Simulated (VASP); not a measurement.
# PbS (Galena) (Fm-3m) in VASP: a series of runs, part 2 of 2

VASP 6.6.1. The steps go on from the part before.

**3. Single point, PBE**

This run uses another cell than the first one, of 27.13 Å³/atom, 1.020 times its volume.

The input, INCAR:

```
PREC = Accurate
ENCUT = 500
EDIFF = 1E-6
ISMEAR = 1
SIGMA = 0.02
LREAL = False
LASPH = True
NELM = 120
ALGO = Normal
ISIF = 2
LWAVE = False
LCHARG = True
GGA = PE
LELF = True
LVHAR = True
NBANDS = 17
GGA_COMPAT = False
```

The input, KPOINTS:

```
Automatic mesh
0
Gamma
  6 6 6
```

The input, POSCAR:

```
PbS
1.0
    0.0000000000      3.0047775019      3.0047775019
    3.0047775019      0.0000000000      3.0047775019
    3.0047775019      3.0047775019      0.0000000000
Pb S
1 1
Direct
    0.0000000000      0.0000000000      0.0000000000
    0.5000000000      0.5000000000      0.5000000000
```

Potentials or basis: VASP PAW PBE potentials, release 64 (Pb_d, S).

On the command line:

```console
$ cat potpaw_PBE.64/Pb_d/POTCAR potpaw_PBE.64/S/POTCAR > POTCAR
$ mpirun -np 1 vasp_std > vasp.out
```

OUTCAR:

```text
PREC = Accurate
   ENCUT = 500
   EDIFF = 1E-6
   ISMEAR = 1
   LREAL = False
   LASPH = True
   NELM = 120
   ISIF = 2
   GGA = PE

 ion  position               nearest neighbor table
   1  0.000  0.000  0.000-   2 3.00   2 3.00   2 3.00   2 3.00   2 3.00   2 3.00
   2  0.500  0.500  0.500-   1 3.00   1 3.00   1 3.00   1 3.00   1 3.00   1 3.00

  LATTYP: Found a face centered cubic cell.
 ALAT       =     6.0095550038

  Lattice vectors:

 A1 = (   0.0000000000,   3.0047775019,   3.0047775019)
 A2 = (   3.0047775019,   0.0000000000,   3.0047775019)
 A3 = (   3.0047775019,   3.0047775019,   0.0000000000)

Analysis of symmetry for initial positions (statically):
=====================================================================
 Subroutine PRICEL returns:
 Original cell was already a primitive cell.

 Routine SETGRP: Setting up the symmetry group for a
 face centered cubic supercell.

 Subroutine GETGRP returns: Found 48 space group operations
 (whereof 48 operations were pure point group operations)
 out of a pool of 48 trial point group operations.

The static configuration has the point symmetry O_h .

Analysis of symmetry for dynamics (positions and initial velocities):
[... 151 lines left out ...]

 val. band max:        5.2749217643   @ k =   0.5000   0.0000   0.0000
 cond. band min:       5.7762297195   @ k =   0.5000   0.0000   0.0000
 fundamental gap:      0.5013079553
 Fermi energy:         5.2917594088

 k-point     1 :       0.0000    0.0000    0.0000
  band No.  band energies     occupation
      1     -11.4493      2.00000
      2     -11.4493      2.00000
      3     -11.4493      2.00000
      4     -11.4320      2.00000
      5     -11.4320      2.00000
      6      -7.9374      2.00000
[... 297 lines left out ...]
      4     -11.4162      2.00000
      5     -11.3970      2.00000
      6      -6.3942      2.00000
[... 9 lines left out ...]
     16      17.0415      0.00000
     17      17.5992      0.00000

------------------------ aborting loop because EDIFF is reached ----------------------------------------

  FORCE on cell =-STRESS in cart. coord.  units (eV):
  Direction    XX          YY          ZZ          XY          YZ          ZX
  --------------------------------------------------------------------------------------
  -------------------------------------------------------------------------------------
  Total       -0.0360626     -0.0360626     -0.0360626      0.0000000      0.0000000      0.0000000
  in kB       -1.0648805     -1.0648805     -1.0648805      0.0000000      0.0000000      0.0000000
  external PRESSURE =      -1.0648805 kB  Pullay stress =       0.0000000 kB

 VOLUME and BASIS-vectors are now :
 -----------------------------------------------------------------------------
  energy-cutoff  :      500.00
  volume of cell :       54.26
      direct lattice vectors                 reciprocal lattice vectors
     0.000000000  3.004777502  3.004777502    -0.166401672  0.166401672  0.166401672
     3.004777502  0.000000000  3.004777502     0.166401672 -0.166401672  0.166401672
     3.004777502  3.004777502  0.000000000     0.166401672  0.166401672 -0.166401672

 POSITION                                       TOTAL-FORCE (eV/Angst)
 -----------------------------------------------------------------------------------
      0.00000      0.00000      0.00000         0.000000      0.000000      0.000000
      3.00478      3.00478      3.00478         0.000000     -0.000000      0.000000
 -----------------------------------------------------------------------------------
    total drift:                                0.000000     -0.000000     -0.000000

  FREE ENERGIE OF THE ION-ELECTRON SYSTEM (eV)
  ---------------------------------------------------
  free  energy   TOTEN  =        -8.7710969407 eV

  energy  without entropy=       -8.7711184144  energy(sigma->0) =       -8.77110410
```

It took 12 s on 1 thread of Intel Xeon Platinum 8259CL at 2.50GHz (Skylake/Cascade Lake), shared host; peak memory 0.17 GiB.

Results:

```
Free energy            : -8.7711 eV
Pressure               : -0.1 GPa
Band gap on the k mesh : 0.50 eV, direct
```

Levels at points of the mesh, in eV from the valence-band top:
```tsv
k point	band 8	band 9	band 10	band 11	band 12	band 13
(0.00, 0.00, 0.00)	-1.94	-1.94	-1.94	5.14	5.14	5.14
(0.50, 0.00, 0.00)	-1.58	-1.58	0.00	0.50	2.08	2.08
(0.50, 0.50, 0.00)	-4.82	-3.15	-3.15	4.07	5.48	5.57
```

Caveat: spin-orbit coupling is left out, which moves the levels of the heavy elements.

**4. Single point, PBE**

This run uses another cell than the first one, of 27.65 Å³/atom, 1.039 times its volume.

The input, INCAR:

```
SYSTEM = PbS
  ALGO = Normal
  EDIFF = 1E-6
  ENCUT = 500
  GGA = PE
  GGA_COMPAT = .FALSE.
  ISIF = 2
  ISMEAR = 1
  LASPH = .TRUE.
  LCHARG = .TRUE.
  LELF = .TRUE.
  LREAL = .FALSE.
  LVHAR = .TRUE.
  LWAVE = .FALSE.
  NBANDS = 17
  NELM = 120
  PREC = Accurate
  SIGMA = 0.02
```

The input, KPOINTS:

```
k-points
0
G
  6 6 6
  0 0 0
```

The input, POSCAR:

```
PbS
1.0
    0.0000000000      3.0239167281      3.0239167281
    3.0239167281      0.0000000000      3.0239167281
    3.0239167281      3.0239167281      0.0000000000
Pb S
1 1
Direct
    0.0000000000      0.0000000000      0.0000000000
    0.5000000000      0.5000000000      0.5000000000
```

On the command line:

```console
$ cat potpaw_PBE.64/Pb_d/POTCAR potpaw_PBE.64/S/POTCAR > POTCAR
$ mpirun -np 1 vasp_std > vasp.out
```

It took 13 s on 1 thread of Intel Xeon Platinum 8259CL at 2.50GHz (Skylake/Cascade Lake), shared host; peak memory 0.17 GiB.

It converged, with:

```yaml
Free_energy: -8.7677 eV
Pressure: -1.1 GPa
Band_gap_on_the_k_mesh: 0.56 eV, direct
```

Levels at points of the mesh, in eV from the valence-band top:
```csv
k point,band 7,band 8,band 9,band 10,band 11,band 12,band 13,band 14
"(0.00, 0.00, 0.00)",-6.08,-1.84,-1.84,-1.84,5.10,5.10,5.10,6.93
"(0.50, 0.00, 0.00)",-8.47,-1.49,-1.49,0.00,0.56,2.14,2.14,8.64
"(0.50, 0.50, 0.00)",-7.07,-4.65,-3.02,-3.02,4.17,5.43,5.52,5.52
```

Caveat: spin-orbit coupling is left out, which moves the levels of the heavy elements.

**5. The runs side by side**

| cell | gap on the mesh (eV) | pressure (GPa) |
| --- | --- | --- |
| a = 4.222 Å, angles 60.0°, 2 atoms | 0.44 | 0.9 |
| a = 4.249 Å, angles 60.0°, 2 atoms | 0.50 | -0.1 |
| a = 4.276 Å, angles 60.0°, 2 atoms | 0.56 | -1.1 |

Alike in all rows: task single point; level PBE; potentials or basis VASP PAW PBE potentials, release 64 (Pb_d, S); no spin polarisation; k mesh 6 × 6 × 6; cutoff (eV) 500; smearing methfessel-paxton 0.02 eV.

Caveats: spin-orbit coupling is left out, which moves the levels of the heavy elements.

Total energies depend on the potentials used, so only differences within one code and one set of settings carry meaning.
